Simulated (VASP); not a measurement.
Runs of VASP 6.6.1 on BP. The structure is that of space group F-43m (No. 216), or close to it. The cells are those of the table. 

| cell | gap on the mesh (eV) | pressure (GPa) |
| --- | --- | --- |
| a = 3.272 Å, angles 60.0°, 2 atoms | 1.33 | -10.2 |
| a = 3.230 Å, angles 60.0°, 2 atoms | 1.26 | (a) |
| a = 3.165 Å, angles 60.0°, 2 atoms | 1.14 | 5.4 |
| a = 3.251 Å, angles 60.0°, 2 atoms | 1.30 | -7.6 |
| a = 3.143 Å, angles 60.0°, 2 atoms | 1.10 | (b) |

Alike in all rows: task single point; level PBEsol; potentials or basis VASP PAW PBE potentials, release 64 (B, P); no spin polarisation; k mesh 6 × 6 × 6; cutoff (eV) 520; smearing gaussian 0.01 eV.

**Question.** Fill in the values left out.

**Answer.** (a) -4.8; (b) 9.6.

Caveats: the PAW data sets were made with another functional, which shifts forces and pressure a little.

A k mesh can miss the band edges.
